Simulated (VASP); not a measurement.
Crystal: BP.

```
CELL_PARAMETERS angstrom
0.00000 2.26900 2.26900
2.26900 0.00000 2.26900
2.26900 2.26900 0.00000
ATOMIC_POSITIONS crystal
P 0.75000 0.75000 0.75000
B 0.00000 0.00000 0.00000
```

- Program: VASP 6.6.1
- Task: relaxation of cell and atoms
- Functional: PBEsol
- Dispersion: D4
- Potentials or basis: VASP PAW PBE potentials, release 64 (P, B)
- Cutoff: 600 eV
- k mesh: 10 × 10 × 10
- Occupations: fermi-dirac, width 0.05 eV
- Spin: no spin polarisation

At the start: pressure -4.6 GPa; volume 11.68 Å³/atom.

Task: Where does the relaxation end?

Result: Over 3 steps the energy falls by 4.7 meV/atom and the volume is 11.36 Å³/atom (-2.7 %); space group F-43m (No. 216, to 0.05 Å).

Step by step:
```csv
step,energy change (eV),largest force (eV/Å),pressure (GPa),volume (Å³)
1,0.0000,0.0000,-4.58,23.36
2,-0.0039,0.0000,3.79,22.25
3,-0.0094,0.0000,0.00,22.72
```

Final structure:
```yaml
crystal:
  lattice:
    - [0.00000, 2.24809, 2.24809]
    - [2.24809, 0.00000, 2.24809]
    - [2.24809, 2.24809, 0.00000]
  atoms:
    - { symbol: P, position: [0.75000, 0.75000, 0.75000] }
    - { symbol: B, position: [0.00000, 0.00000, 0.00000] }
```

Caveat: the PAW data sets were made with another functional, which shifts forces and pressure a little.
